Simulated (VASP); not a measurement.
Write the native input for VASP 6.6.1 that does the following.

- Task: single point
- Functional: PBE
- Potentials or basis: VASP PAW PBE potentials, release 64 (Ti_sv, O)
- Cutoff: 520 eV
- k mesh: 7 × 7 × 11
- Occupations: fermi-dirac, width 0.08 eV
- Spin: no spin polarisation
- Dipole correction: no
- Further INCAR settings: ALGO = Normal; EDIFF = 1e-06; NBANDS = 33

The structure of TiO2 (rutile type) lies in POSCAR:

```
TiO2
1.0
    4.4415765134      0.0000000000      0.0000000000
    0.0000000000      4.4415765134      0.0000000000
    0.0000000000      0.0000000000      2.8973097118
Ti O
2 4
Direct
    0.0000000000      0.0000000000      0.0000000000
    0.5000000000      0.5000000000      0.5000000000
    0.3020733598      0.3020733598      0.0000000000
    0.6979266402      0.6979266402      0.0000000000
    0.8020733598      0.1979266402      0.5000000000
    0.1979266402      0.8020733598      0.5000000000
```

One way to write it, as run:

INCAR

```
SYSTEM = TiO2
PREC = Accurate ; ENCUT = 520
EDIFF = 1E-6 ; ISMEAR = -1
SIGMA = 0.08 ; LREAL = .False.
LASPH = .True. ; NELM = 100
ALGO = Normal ; ISIF = 2
LWAVE = .False. ; LCHARG = .False.
GGA = PE ; NBANDS = 33
```

KPOINTS

```
regular mesh
0
Gamma
  7 7 11
  0 0 0
```

Potentials or basis: VASP PAW PBE potentials, release 64 (Ti_sv, O).

Command:

```bash
$ cat potpaw_PBE.64/Ti_sv/POTCAR potpaw_PBE.64/O/POTCAR > POTCAR
$ mpirun -np 1 vasp_std > vasp.out
```

It gave:

| Property | Result |
| --- | --- |
| Pressure | 30.8 GPa |
| Largest force | 0.019 eV/Å |
| Band gap on the k mesh | 1.96 eV, direct |

Run time: 2.3 min on 1 thread of AMD EPYC 7R43 64-Core Processor (Zen 3) (shared host), peak memory 0.18 GiB.
